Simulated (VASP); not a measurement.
# CoSi2 (Fm-3m) in VASP: single point with PBEsol

Aim: the single point of CoSi2 with PBEsol.

Program: VASP 6.6.1. These are calculated values, not measurements. Logs are shortened: lines on timing, memory, paths and dates and some standing lists are left out, and cuts for length are marked.

**1. The cell of the first run**

Symmetry: Fm-3m, No. 225, cubic system. The conventional cell has a = 5.356 Å, b = 5.356 Å, c = 5.356 Å, α = 90.00°, β = 90.00°, γ = 90.00°. Co (site symmetry m-3m) has 8 Si at 2.32 Å within 3.1 Å. Within 3.1 Å of Si (site symmetry -43m) lie 4 Co at 2.32 Å and 6 Si at 2.68 Å.

**2. Single point, PBEsol, collinear spin, ferromagnetic start**

INCAR reads:

```
SYSTEM = CoSi2
  PREC = Accurate
  ENCUT = 520
  EDIFF = 1E-6
  ISMEAR = 0
  SIGMA = 0.05
  LREAL = .FALSE.
  LASPH = .TRUE.
  NELM = 150
  ALGO = Normal
  ISIF = 2
  LWAVE = .FALSE.
  LCHARG = .FALSE.
  ISPIN = 2
  MAGMOM = 2.5 0 0
  LORBIT = 11
  LMAXMIX = 4
  GGA = PS
  NBANDS = 20
```

KPOINTS reads:

```
Automatic mesh
0
G
  11 11 11
  0 0 0
```

POSCAR reads:

```
CoSi2
1.0
    3.7872640000      0.0000000000      0.0000000000
    1.8936320000      3.2798668348      0.0000000000
    1.8936320000      1.0932889449      3.0922881071
Co Si
1 2
Direct
    0.0000000000      0.0000000000      0.0000000000
    0.2500000000      0.2500000000      0.2500000000
    0.7500000000      0.7500000000      0.7500000000
```

Potentials or basis: VASP PAW PBE potentials, release 64 (Co, Si).

Command:

```bash
$ cat potpaw_PBE.64/Co/POTCAR potpaw_PBE.64/Si/POTCAR > POTCAR
$ mpirun -np 1 vasp_std > vasp.out
```

OUTCAR:

```text
SYSTEM = CoSi2
   PREC = Accurate
   ENCUT = 520
   EDIFF = 1E-6
   ISMEAR = 0
   LREAL = .FALSE.
   LASPH = .TRUE.
   NELM = 150
   ISIF = 2
   ISPIN = 2
   LORBIT = 11
   GGA = PS

 ion  position               nearest neighbor table
   1  0.000  0.000  0.000-   3 2.32   2 2.32   2 2.32   3 2.32   3 2.32   2 2.32   3 2.32   2 2.32

   2  0.250  0.250  0.250-   1 2.32   1 2.32   1 2.32   1 2.32   3 2.68   3 2.68   3 2.68   3 2.68
                             3 2.68   3 2.68
   3  0.750  0.750  0.750-   1 2.32   1 2.32   1 2.32   1 2.32   2 2.68   2 2.68   2 2.68   2 2.68
                             2 2.68   2 2.68

  LATTYP: Found a face centered cubic cell.
 ALAT       =     5.3560001130

  Lattice vectors:

 A1 = (   3.7872640000,   0.0000000000,   0.0000000000)
 A2 = (   1.8936320000,   3.2798668348,   0.0000000000)
 A3 = (   1.8936320000,   1.0932889449,   3.0922881071)

Analysis of symmetry for initial positions (statically):
=====================================================================
 Subroutine PRICEL returns:
 Original cell was already a primitive cell.

 Routine SETGRP: Setting up the symmetry group for a
 face centered cubic supercell.

 Subroutine GETGRP returns: Found 48 space group operations
 (whereof 48 operations were pure point group operations)
 out of a pool of 48 trial point group operations.

The static configuration has the point symmetry O_h .

Analysis of symmetry for dynamics (positions and initial velocities):
=====================================================================
 Subroutine PRICEL returns:
 Original cell was already a primitive cell.

 Routine SETGRP: Setting up the symmetry group for a
 face centered cubic supercell.

 Subroutine GETGRP returns: Found 48 space group operations
 (whereof 48 operations were pure point group operations)
 out of a pool of 48 trial point group operations.

The dynamic configuration has the point symmetry O_h .

Analysis of structural, dynamic, and magnetic symmetry:
=====================================================================
 Subroutine PRICEL returns:
 Original cell was already a primitive cell.

 Routine SETGRP: Setting up the symmetry group for a
 face centered cubic supercell.

 Subroutine GETGRP returns: Found 48 space group operations
 (whereof 48 operations were pure point group operations)
 out of a pool of 48 trial point group operations.

[... 124 lines left out ...]
  Fermi-wavevector in a.u.,A,eV,Ry     =   1.247586  2.357596 21.177078  1.556471
  Thomas-Fermi vector in A             =   2.381712
   LORBIT       =     11    0 simple, 1 ext, 2 COOP (PROOUT), +10 PAW based schemes
   GGA     = PS    functional components
   LHFCALC =     F    Hartree Fock is set to
   AEXX    =    0.0000 exact exchange contribution
   IVDW    =     0    specifies the selected vdW correction
   LEPSILON=     F    determine dielectric tensor
   LRPA    =     F    only Hartree local field effects (RPA)
 spin polarized calculation
 Gauss-broadening in eV      SIGMA  =   0.05
  energy-cutoff  :      520.00
  volume of cell :       38.41
 maximum number of plane-waves:      1044
   NGX = 15   NGY = 15   NGZ = 15

 number of electron      16.9999995 magnetization      -0.0005658

 number of electron      16.9999995 magnetization       0.0000921

 Free energy of the ion-electron system (eV)
  ---------------------------------------------------
  ext. energy  EPLUGINS =         0.00000000
  ---------------------------------------------------
  free energy    TOTEN  =       -20.97129521 eV

  energy without entropy =      -20.97021135  energy(sigma->0) =      -20.97075328

 E-fermi :   9.9878     XC(G=0): -11.8560

 val. band max:        9.9805064735   @ k =  -0.2727   0.2727  -0.0000
 cond. band min:      10.0082563857   @ k =   0.3636   0.1818  -0.0000
 fundamental gap:      0.0277499122
 Fermi energy:         9.9878375921

 spin component 1

 k-point     1 :       0.0000    0.0000    0.0000
  band No.  band energies     occupation
      1      -3.1225      1.00000
      2       5.9139      1.00000
      3       5.9139      1.00000
      4       5.9139      1.00000
      5       8.0890      1.00000
      6       8.0890      1.00000
[... 541 lines left out ...]
     19      24.1726      0.00000
     20      25.9837      0.00000

 [... further k-points ...]

 spin component 2

 k-point     1 :       0.0000    0.0000    0.0000
  band No.  band energies     occupation
      1      -3.1225      1.00000
      2       5.9139      1.00000
      3       5.9139      1.00000
      4       5.9139      1.00000
      5       8.0890      1.00000
      6       8.0890      1.00000
[... 541 lines left out ...]
     19      24.1726      0.00000
     20      25.9837      0.00000

 [... further k-points ...]

------------------------ aborting loop because EDIFF is reached ----------------------------------------

  FORCE on cell =-STRESS in cart. coord.  units (eV):
  Direction    XX          YY          ZZ          XY          YZ          ZX
  --------------------------------------------------------------------------------------
  -------------------------------------------------------------------------------------
  Total       -1.0739192     -1.0739192     -1.0739192     -0.0000000      0.0000000      0.0000000
  in kB      -44.7940623    -44.7940623    -44.7940623     -0.0000000      0.0000000      0.0000000
  external PRESSURE =     -44.7940623 kB  Pullay stress =       0.0000000 kB

 VOLUME and BASIS-vectors are now :
 -----------------------------------------------------------------------------
  energy-cutoff  :      520.00
  volume of cell :       38.41
      direct lattice vectors                 reciprocal lattice vectors
     3.787264000  0.000000000  0.000000000     0.264042855 -0.152445214 -0.107795044
     1.893632000  3.279866835  0.000000000     0.000000000  0.304890427 -0.107795044
     1.893632000  1.093288945  3.092288107     0.000000000  0.000000000  0.323385133

 POSITION                                       TOTAL-FORCE (eV/Angst)
 -----------------------------------------------------------------------------------
      0.00000      0.00000      0.00000        -0.000000     -0.000000      0.000000
      1.89363      1.09329      0.77307        -0.000000      0.000000      0.000000
      5.68090      3.27987      2.31922         0.000000     -0.000000     -0.000000
 -----------------------------------------------------------------------------------
    total drift:                                0.000000      0.000000     -0.000000

  FREE ENERGIE OF THE ION-ELECTRON SYSTEM (eV)
  ---------------------------------------------------
  free  energy   TOTEN  =       -20.9712952052 eV

  energy  without entropy=      -20.9702113502  energy(sigma->0) =      -20.97075328

 total charge

# of ion       s       p       d       tot
------------------------------------------
    1        0.542   0.722   7.601   8.866
    2        0.716   0.871   0.000   1.588
    3        0.716   0.871   0.000   1.588
--------------------------------------------------
tot          1.975   2.465   7.601  12.041

 magnetization (x)

# of ion       s       p       d       tot
------------------------------------------
    1       -0.000   0.000  -0.000  -0.000
    2       -0.000  -0.000   0.000  -0.000
    3       -0.000  -0.000   0.000  -0.000
--------------------------------------------------
tot         -0.000  -0.000  -0.000  -0.000
```

OSZICAR:

```text
N       E                     dE             d eps       ncg     rms          rms(c)
DAV:   1     0.658242223170E+02    0.65824E+02   -0.66492E+03  4512   0.812E+02
DAV:   2    -0.174641538049E+02   -0.83288E+02   -0.73138E+02  4768   0.185E+02
DAV:   3    -0.219868775455E+02   -0.45227E+01   -0.43599E+01  5456   0.458E+01
DAV:   4    -0.220603874087E+02   -0.73510E-01   -0.73334E-01  5216   0.524E+00
DAV:   5    -0.220624037952E+02   -0.20164E-02   -0.20161E-02  5564   0.939E-01    0.179E+01
DAV:   6    -0.274826496766E+02   -0.54202E+01   -0.19954E+01  5068   0.917E+01    0.205E+01
DAV:   7    -0.210156732303E+02    0.64670E+01   -0.10278E+01  5540   0.710E+01    0.349E+00
DAV:   8    -0.210094620398E+02    0.62112E-02   -0.65177E-01  5552   0.515E+00    0.212E+00
DAV:   9    -0.209719357096E+02    0.37526E-01   -0.69977E-02  5628   0.384E+00    0.891E-01
DAV:  10    -0.209715855102E+02    0.35020E-03   -0.32165E-03  6088   0.455E-01    0.345E-01
DAV:  11    -0.209712406456E+02    0.34486E-03   -0.70024E-04  5604   0.373E-01    0.140E-01
DAV:  12    -0.209712967212E+02   -0.56076E-04   -0.18820E-04  5516   0.134E-01    0.553E-02
DAV:  13    -0.209712948328E+02    0.18884E-05   -0.19800E-05  5536   0.463E-02    0.149E-02
DAV:  14    -0.209712952052E+02   -0.37238E-06   -0.96817E-07  4216   0.963E-03
   1 F= -.20971295E+02 E0= -.20970753E+02  d E =-.108386E-02  mag=    -0.0002
```

Wall time 2 min (1 thread of Intel Xeon 8259CL, shared host); peak memory 0.21 GiB.

What came out:

| Item | Value |
| --- | --- |
| Free energy | -20.9713 eV |
| Pressure | -4.5 GPa |
| Net moment | 0.00 μB per cell |
| Valence electrons inside the program's atomic spheres | Co 8.87; Si 1.59 |

Caveat: the cell stands under tension; the PAW data sets were made with another functional, which shifts forces and pressure a little.
